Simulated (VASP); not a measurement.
# Cu (I4/mmm) in VASP: a series of runs

The runs below take Cu through single point, with PBEsol.

Program: VASP 6.6.1. These are calculated values, not measurements. Logs are shortened: lines on timing, memory, paths and dates and some standing lists are left out, and cuts for length are marked.

**1. The cell of the first run**

Symmetry: I4/mmm, No. 139, tetragonal system. The conventional cell has a = 2.837 Å, b = 2.837 Å, c = 2.706 Å, α = 90.00°, β = 90.00°, γ = 90.00°. Within 3.2 Å of Cu (site symmetry 4/mmm) lie 14 Cu at 2.42 to 2.84 Å.

**2. Single point, PBEsol**

Input file INCAR:

```
PREC     = Accurate       # precision mode
ENCUT    = 520            # plane-wave cutoff, eV
EDIFF    = 1E-6           # SCF threshold, eV
ISMEAR   = -1             # smearing method
SIGMA    = 0.05           # smearing width, eV
LREAL    = F              # projectors in reciprocal space
LASPH    = T              # aspherical terms in the spheres
NELM     = 80             # most SCF steps
ALGO     = Normal         # electronic algorithm
ISIF     = 2              # what is computed and relaxed
LWAVE    = F              # write WAVECAR
LCHARG   = T              # write CHGCAR
GGA      = PS             # functional
LELF     = T              # ELF
LVHAR    = T            
NBANDS   = 12             # bands
```

Input file KPOINTS:

```
Automatic mesh
0
Gamma
  14 14 14
```

Input file POSCAR:

```
Cu
1.0
   -1.4183341563      1.4183341563      1.3527530866
    1.4183341563     -1.4183341563      1.3527530866
    1.4183341563      1.4183341563     -1.3527530866
Cu
1
Direct
    0.0000000000      0.0000000000      0.0000000000
```

Potentials or basis: VASP PAW PBE potentials, release 64 (Cu).

Launch:

```console
$ cat potpaw_PBE.64/Cu/POTCAR > POTCAR
$ mpirun -np 1 vasp_std > vasp.out
```

OUTCAR:

```text
PREC = Accurate
   ENCUT = 520
   EDIFF = 1E-6
   ISMEAR = -1
   LREAL = F
   LASPH = T
   NELM = 80
   ISIF = 2
   GGA = PS

 ion  position               nearest neighbor table
   1  0.000  0.000  0.000-

  LATTYP: Found a body centered tetragonal cell.
 ALAT       =     2.8366683126
 C/A-ratio  =     0.9537619048

  Lattice vectors:

 A1 = (  -1.4183341563,   1.4183341563,   1.3527530866)
 A2 = (   1.4183341563,  -1.4183341563,   1.3527530866)
 A3 = (   1.4183341563,   1.4183341563,  -1.3527530866)

Analysis of symmetry for initial positions (statically):
=====================================================================
 Subroutine PRICEL returns:
 Original cell was already a primitive cell.

 Routine SETGRP: Setting up the symmetry group for a
 body centered tetragonal supercell.

 Subroutine GETGRP returns: Found 16 space group operations
 (whereof 16 operations were pure point group operations)
 out of a pool of 16 trial point group operations.

The static configuration has the point symmetry D_4h.

Analysis of symmetry for dynamics (positions and initial velocities):
=====================================================================
 Subroutine PRICEL returns:
 Original cell was already a primitive cell.

 Routine SETGRP: Setting up the symmetry group for a
 body centered tetragonal supercell.

 Subroutine GETGRP returns: Found 16 space group operations
 (whereof 16 operations were pure point group operations)
 out of a pool of 16 trial point group operations.

The dynamic configuration has the point symmetry D_4h.

 Subroutine INISYM returns: Found 16 space group operations
 (whereof 16 operations are pure point group operations),
 and found     1 'primitive' translations

----------------------------------------------------------------------------------------

                                     Primitive cell

  volume of cell :      10.8852

  direct lattice vectors                    reciprocal lattice vectors
    -1.418334156  1.418334156  1.352753087     0.000000000  0.352526235  0.369616603
     1.418334156 -1.418334156  1.352753087     0.352526235  0.000000000  0.369616603
     1.418334156  1.418334156 -1.352753087     0.352526235  0.352526235  0.000000000

  length of vectors
     2.419356210  2.419356210  2.419356210     0.510775077  0.510775077  0.498547383

  position of ions in fractional coordinates (direct lattice)
     0.000000000  0.000000000  0.000000000

  ion indices of the primitive-cell ions
   primitive index   ion index
                 1           1

----------------------------------------------------------------------------------------

 KPOINTS: Automatic mesh

Automatic generation of k-mesh.
 Grid dimensions read from file:
 generate k-points for:   14   14   14

 Generating k-lattice:

  Cartesian coordinates                     Fractional coordinates (reciprocal lattice)
     0.000000000  0.025180445  0.026401186     0.071428571  0.000000000  0.000000000
     0.025180445  0.000000000  0.026401186     0.000000000  0.071428571  0.000000000
     0.025180445  0.025180445  0.000000000     0.000000000  0.000000000  0.071428571

  Length of vectors
     0.036483934  0.036483934  0.035610527

  Shift w.r.t. Gamma in fractional coordinates (k-lattice)
     0.000000000  0.000000000  0.000000000

 Subroutine IBZKPT returns following result:
 ===========================================

 Found    244 irreducible k-points:

 Following reciprocal coordinates:
            Coordinates               Weight
  0.000000  0.000000  0.000000      1.000000
  0.071429  0.000000  0.000000      8.000000
  0.142857  0.000000  0.000000      8.000000
  0.214286  0.000000  0.000000      8.000000
  0.285714  0.000000 -0.000000      8.000000
  0.357143  0.000000  0.000000      8.000000
[... 16 lines left out ...]
  0.214286  0.142857  0.000000     16.000000
  0.285714  0.142857 -0.000000     16.000000
 [... further k-points ...]
   k-points           NKPTS =    244   k-points in BZ     NKDIM =    244   number of bands    NBANDS=     12
   number of dos      NEDOS =    301   number of ions     NIONS =      1
   total plane-waves  NPLWV =   5832
   dimension x,y,z NGX =    18 NGY =   18 NGZ =   18
   dimension x,y,z NGXF=    36 NGYF=   36 NGZF=   36
   ions per type =               1
   NGX,Y,Z   is equivalent  to a cutoff of  12.37, 12.37, 12.37 a.u.
   NGXF,Y,Z  is equivalent  to a cutoff of  24.74, 24.74, 24.74 a.u.
 SYSTEM =  unknown system
   PREC   = accura    normal or accurate (medium, high low for compatibility)
   ISTART =      0    job   : 0-new  1-cont  2-samecut
   ICHARG =      2    charge: 1-file 2-atom 10-const
   ISPIN  =      1    spin polarized calculation?
   LNONCOLLINEAR =      F non collinear calculations
   LSORBIT =      F    spin-orbit coupling
   LASPH  =      T    aspherical Exc in radial PAW
   ENCUT  =  520.0 eV  38.22 Ry    6.18 a.u.   4.50  4.50  4.50*2*pi/ulx,y,z
   NELM   =     80;   NELMIN=  2; NELMDL= -5     # of ELM steps
   EDIFF  = 0.1E-05   stopping-criterion for ELM
   LREAL  =      F    real-space projection
   EDIFFG = 0.1E-04   stopping-criterion for IOM
   NSW    =      0    number of steps for IOM
   IBRION =     -1    ionic relax: 0-MD 1-quasi-New 2-CG
   NFREE  =      0    steps in history (QN), initial steepest desc. (CG)
   ISIF   =      2    stress and relaxation
   ISYM   =      2    0-nonsym 1-usesym 2-fastsym
   POTIM  = 0.5000    time-step for ionic-motion
   TEBEG  =    0.0;   TEEND  =   0.0 temperature during run
   PSTRESS=    0.0 pullay stress
   NELECT =      11.0000    total number of electrons
   NUPDOWN=      -1.0000    fix difference up-down
   EMIN   =  10.00;   EMAX   =-10.00  energy-range for DOS
   EFERMI =   0.00;   METHOD = LEGACY
   ISMEAR =    -1;   SIGMA  =   0.05  broadening in eV -4-tet -1-fermi 0-gaus
   EFERMI_NEDOS =   21; number of points for ismear=-14 and -15
   IALGO  =     38    algorithm
   IMIX   =      4    mixing-type and parameters
     AMIX     =   0.40;   BMIX     =  1.00
     AMIX_MAG =   1.60;   BMIX_MAG =  1.00
  volume/ion in A,a.u.               =      10.89        73.46
  Fermi-wavevector in a.u.,A,eV,Ry     =   1.642835  3.104507 36.720839  2.698906
  Thomas-Fermi vector in A             =   2.733070
   LORBIT       =      0    0 simple, 1 ext, 2 COOP (PROOUT), +10 PAW based schemes
   GGA     = PS    functional components
   LHFCALC =     F    Hartree Fock is set to
   AEXX    =    0.0000 exact exchange contribution
   IVDW    =     0    specifies the selected vdW correction
   LEPSILON=     F    determine dielectric tensor
   LRPA    =     F    only Hartree local field effects (RPA)
 non-spin polarized calculation
  energy-cutoff  :      520.00
  volume of cell :       10.89
 maximum number of plane-waves:       313
 NGX is ok and might be reduce to    18
   NGX =  9   NGY =  9   NGZ =  9

 number of electron      11.0000008 magnetization

 Free energy of the ion-electron system (eV)
  ---------------------------------------------------
  ext. energy  EPLUGINS =         0.00000000
  ---------------------------------------------------
  free energy    TOTEN  =        -4.25217492 eV

  energy without entropy =       -4.24802044  energy(sigma->0) =       -4.25009768

 E-fermi :   8.4754     XC(G=0): -13.3934

 val. band max:        8.4658467254   @ k =  -0.0714   0.5000   0.0714
 cond. band min:       8.4787018821   @ k =   0.5000   0.3571  -0.0000
 fundamental gap:      0.0128551567
 Fermi energy:         8.4754368513

 k-point     1 :       0.0000    0.0000    0.0000
  band No.  band energies     occupation
      1      -1.5722      2.00000
      2       4.9352      2.00000
      3       5.1460      2.00000
      4       5.1460      2.00000
      5       6.0934      2.00000
      6       6.3231      2.00000
      7      33.8126      0.00000
      8      33.8126      0.00000
      9      35.0778      0.00000
     10      38.1868      0.00000
     11      38.5445      0.00000
     12      38.5446      0.00000

 k-point     2 :       0.0714    0.0000    0.0000
  band No.  band energies     occupation
      1      -1.3602      2.00000
      2       4.9424      2.00000
      3       5.1395      2.00000
      4       5.1799      2.00000
      5       6.0935      2.00000
      6       6.2912      2.00000
      7      32.5124      0.00000
      8      33.3448      0.00000
      9      33.7713      0.00000
     10      36.2636      0.00000
     11      36.8624      0.00000
     12      37.4404      0.00000

 k-point     3 :       0.1429    0.0000    0.0000
  band No.  band energies     occupation
      1      -0.7379      2.00000
      2       4.8585      2.00000
      3       5.1048      2.00000
      4       5.3859      2.00000
      5       6.0906      2.00000
      6       6.2372      2.00000
      7      28.9541      0.00000
      8      31.8585      0.00000
      9      32.3743      0.00000
     10      33.8696      0.00000
     11      35.5823      0.00000
     12      37.6686      0.00000
[... 286 lines left out ...]
 k-point    23 :       0.2143    0.1429    0.0000
  band No.  band energies     occupation
      1       1.9655      2.00000
      2       4.5445      2.00000
      3       4.7340      2.00000
      4       6.0140      2.00000
      5       6.4139      2.00000
      6       6.6562      2.00000
      7      21.4434      0.00000
      8      23.8462      0.00000
      9      28.0059      0.00000
     10      33.5569      0.00000
     11      36.8778      0.00000
     12      39.0107      0.00000

 k-point    24 :       0.2857    0.1429   -0.0000
  band No.  band energies     occupation
      1       2.8723      2.00000
      2       4.3730      2.00000
      3       4.9668      2.00000
      4       6.0702      2.00000
      5       6.5088      2.00000
      6       7.4681      2.00000
      7      17.9684      0.00000
      8      22.6622      0.00000
      9      26.9728      0.00000
     10      33.1028      0.00000
     11      37.5690      0.00000
     12      39.2667      0.00000

 [... further k-points ...]
[... 5 lines left out ...]
  --------------------------------------------------------------------------------------
  -------------------------------------------------------------------------------------
  Total        0.5917870      0.5917870      0.5625349      0.0000000      0.0000000     -0.0000000
  in kB       87.1044558     87.1044558     82.7988762      0.0000000      0.0000000     -0.0000000
  external PRESSURE =      85.6692626 kB  Pullay stress =       0.0000000 kB

 VOLUME and BASIS-vectors are now :
 -----------------------------------------------------------------------------
  energy-cutoff  :      520.00
  volume of cell :       10.89
      direct lattice vectors                 reciprocal lattice vectors
    -1.418334156  1.418334156  1.352753087     0.000000000  0.352526235  0.369616603
     1.418334156 -1.418334156  1.352753087     0.352526235  0.000000000  0.369616603
     1.418334156  1.418334156 -1.352753087     0.352526235  0.352526235  0.000000000

 POSITION                                       TOTAL-FORCE (eV/Angst)
 -----------------------------------------------------------------------------------
      0.00000      0.00000      0.00000        -0.000000     -0.000000     -0.000000
 -----------------------------------------------------------------------------------
    total drift:                                0.000000      0.000000      0.000000

  FREE ENERGIE OF THE ION-ELECTRON SYSTEM (eV)
  ---------------------------------------------------
  free  energy   TOTEN  =        -4.2521749185 eV

  energy  without entropy=       -4.2480204393  energy(sigma->0) =       -4.25009768
```

Wall time 18 s (1 thread of Intel Xeon Platinum 8488C (Sapphire Rapids), shared host); peak memory 0.13 GiB.

What came out:

```yaml
Free_energy: -4.2522 eV
Pressure: 8.6 GPa
```

Stress tensor (GPa, compression positive):
```
8.71 0.00 0.00
0.00 8.71 0.00
0.00 0.00 8.28
```

Levels at points of the mesh, in eV from the Fermi level:
| k point | band 3 | band 4 | band 5 | band 6 | band 7 | band 8 | band 9 | band 10 |
| --- | --- | --- | --- | --- | --- | --- | --- | --- |
| (0.00, 0.00, 0.00) | -3.33 | -3.33 | -2.38 | -2.15 | 25.34 | 25.34 | 26.60 | 29.71 |
| (0.50, 0.00, 0.00) | -2.28 | -2.04 | -1.42 | -0.72 | 4.95 | 17.73 | 18.05 | 21.95 |
| (0.50, 0.50, 0.00) | -2.46 | -2.19 | -1.45 | -1.11 | 4.41 | 18.99 | 19.53 | 23.14 |
| (0.50, 0.50, 0.50) | -1.64 | -1.64 | -1.58 | 7.88 | 7.88 | 9.79 | 13.71 | 14.42 |

Caveat: the PAW data sets were made with another functional, which shifts forces and pressure a little.

**3. Single point, PBEsol**

This run uses another cell than the first one, of 11.23 Å³/atom, 1.032 times its volume.

Input file INCAR:

```
SYSTEM = Cu
PREC = Accurate
ENCUT = 520
EDIFF = 1E-6
ISMEAR = -1
SIGMA = 0.05
LREAL = .FALSE.
LASPH = .TRUE.
NELM = 60
ALGO = Normal
ISIF = 2
LWAVE = .FALSE.
LCHARG = .FALSE.
GGA = PS
NBANDS = 12
```

Input file KPOINTS:

```
Automatic mesh
0
G
  14 14 14
  0 0 0
```

Input file POSCAR:

```
Cu
1.0
   -1.4331095337      1.4331095337      1.3668452788
    1.4331095337     -1.4331095337      1.3668452788
    1.4331095337      1.4331095337     -1.3668452788
Cu
1
Direct
    0.0000000000      0.0000000000      0.0000000000
```

Potentials or basis: VASP PAW PBE potentials, release 64 (Cu).

Launch:

```console
$ cat potpaw_PBE.64/Cu/POTCAR > POTCAR
$ mpirun -np 1 vasp_std > vasp.out
```

OUTCAR:

```text
SYSTEM = Cu
   PREC = Accurate
   ENCUT = 520
   EDIFF = 1E-6
   ISMEAR = -1
   LREAL = .FALSE.
   LASPH = .TRUE.
   NELM = 60
   ISIF = 2
   GGA = PS

 ion  position               nearest neighbor table
   1  0.000  0.000  0.000-

  LATTYP: Found a body centered tetragonal cell.
 ALAT       =     2.8662190674
 C/A-ratio  =     0.9537619049

  Lattice vectors:

 A1 = (  -1.4331095337,   1.4331095337,   1.3668452788)
 A2 = (   1.4331095337,  -1.4331095337,   1.3668452788)
[... 539 lines left out ...]

 [... further k-points ...]

------------------------ aborting loop because EDIFF is reached ----------------------------------------

  FORCE on cell =-STRESS in cart. coord.  units (eV):
  Direction    XX          YY          ZZ          XY          YZ          ZX
  --------------------------------------------------------------------------------------
  -------------------------------------------------------------------------------------
  Total        0.2006950      0.2006950      0.1631158      0.0000000      0.0000000      0.0000000
  in kB       28.6357820     28.6357820     23.2738657      0.0000000      0.0000000      0.0000000
  external PRESSURE =      26.8484765 kB  Pullay stress =       0.0000000 kB

 VOLUME and BASIS-vectors are now :
 -----------------------------------------------------------------------------
  energy-cutoff  :      520.00
  volume of cell :       11.23
      direct lattice vectors                 reciprocal lattice vectors
    -1.433109534  1.433109534  1.366845279     0.000000000  0.348891685  0.365805851
     1.433109534 -1.433109534  1.366845279     0.348891685  0.000000000  0.365805851
     1.433109534  1.433109534 -1.366845279     0.348891685  0.348891685  0.000000000

 POSITION                                       TOTAL-FORCE (eV/Angst)
 -----------------------------------------------------------------------------------
      0.00000      0.00000      0.00000         0.000000      0.000000      0.000000
 -----------------------------------------------------------------------------------
    total drift:                                0.000000      0.000000      0.000000

  FREE ENERGIE OF THE ION-ELECTRON SYSTEM (eV)
  ---------------------------------------------------
  free  energy   TOTEN  =        -4.2642562221 eV

  energy  without entropy=       -4.2600073085  energy(sigma->0) =       -4.26213177
```

OSZICAR:

```text
N       E                     dE             d eps       ncg     rms          rms(c)
DAV:   1     0.413793137626E+02    0.41379E+02   -0.53886E+03  6548   0.155E+03
DAV:   2    -0.408881075782E+01   -0.45468E+02   -0.42026E+02  6028   0.205E+02
DAV:   3    -0.535581667996E+01   -0.12670E+01   -0.12615E+01  6820   0.391E+01
DAV:   4    -0.536305324529E+01   -0.72366E-02   -0.72357E-02  6608   0.261E+00
DAV:   5    -0.536311937601E+01   -0.66131E-04   -0.66131E-04  6828   0.254E-01    0.834E+00
DAV:   6    -0.466712552443E+01    0.69599E+00   -0.15968E+01  6760   0.774E+01    0.401E+00
DAV:   7    -0.428108509288E+01    0.38604E+00   -0.24302E+00  6860   0.299E+01    0.691E-01
DAV:   8    -0.426505477721E+01    0.16030E-01   -0.87444E-03  7840   0.907E-01    0.202E-01
DAV:   9    -0.426424617741E+01    0.80860E-03   -0.37787E-03  7632   0.102E+00    0.207E-02
DAV:  10    -0.426425604315E+01   -0.98657E-05   -0.29922E-05  7916   0.832E-02    0.579E-03
DAV:  11    -0.426425622208E+01   -0.17892E-06   -0.50706E-07  4448   0.146E-02
   1 F= -.42642562E+01 E0= -.42621318E+01  d E =-.424891E-02
```

stdout:

```text
POSCAR found type information on POSCAR Cu
 POSCAR found :  1 types and       1 ions
 scaLAPACK will be used
 -----------------------------------------------------------------------------
|                                                                             |
|                                                                             |
|     You enforced a specific xc type in the INCAR file but a different       |
|     I HOPE YOU KNOW WHAT YOU ARE DOING!                                     |
|                                                                             |
 -----------------------------------------------------------------------------

 LDA part: xc-table for (Slater+PW92), standard interpolation
 POSCAR, INCAR and KPOINTS ok, starting setup
 FFT: planning ... GRIDC
 FFT: planning ... GRID_SOFT
 FFT: planning ... GRID
 WAVECAR not read
 entering main loop
```

Run time: 21 s. Hardware: 1 thread of Intel Xeon Platinum 8488C (Sapphire Rapids), shared host; peak memory 0.14 GiB.

What came out:

* Free energy: -4.2643 eV
* Pressure: 2.7 GPa

Stress tensor (GPa, compression positive):
```
2.86 0.00 0.00
0.00 2.86 0.00
0.00 0.00 2.33
```

Levels at points of the mesh, in eV from the Fermi level:
| k point | band 3 | band 4 | band 5 | band 6 | band 7 | band 8 | band 9 | band 10 |
| --- | --- | --- | --- | --- | --- | --- | --- | --- |
| (0.00, 0.00, 0.00) | -3.22 | -3.22 | -2.31 | -2.09 | 25.04 | 25.04 | 26.29 | 29.23 |
| (0.50, 0.00, 0.00) | -2.22 | -1.99 | -1.40 | -0.63 | 4.78 | 17.48 | 17.67 | 21.57 |
| (0.50, 0.50, 0.00) | -2.38 | -2.12 | -1.43 | -1.01 | 4.25 | 18.74 | 19.11 | 22.74 |
| (0.50, 0.50, 0.50) | -1.60 | -1.60 | -1.55 | 7.76 | 7.76 | 9.63 | 13.48 | 14.15 |

Caveat: the PAW data sets were made with another functional, which shifts forces and pressure a little.

(Continued in part 2 of 2.)
